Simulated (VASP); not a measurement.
Rh:

```
Rh
1.0
     2.73098    0.00000    0.00000
    -1.36549    2.36510    0.00000
     0.00000    0.00000    4.42849
Rh
2
Direct
  0.33333 0.66667 0.25000
  0.66667 0.33333 0.75000
```

Program: VASP 6.6.1. Alike in all runs: task single point; no spin polarisation; cell as given; cutoff (eV) 520; smearing fermi-dirac 0.05 eV.

Q: Order these runs on this cell by their pressure, lowest first.
A. level LDA; potentials or basis VASP PAW LDA potentials, release 64 (Rh_pv); k mesh 11 × 11 × 6
B. level r2SCAN; potentials or basis VASP PAW PBE potentials, release 64 (Rh_pv); k mesh 6 × 6 × 4
C. level PBE; potentials or basis VASP PAW PBE potentials, release 64 (Rh_pv); k mesh 11 × 11 × 6
D. level PBEsol; potentials or basis VASP PAW PBE potentials, release 64 (Rh_pv); k mesh 11 × 11 × 6

A: A (-18.6 GPa), D (-13.7 GPa), B (-8.5 GPa), C (-3.4 GPa).

Caveats: some runs use coarse meshes; the PAW data sets were made with another functional, which shifts forces and pressure a little (some runs).
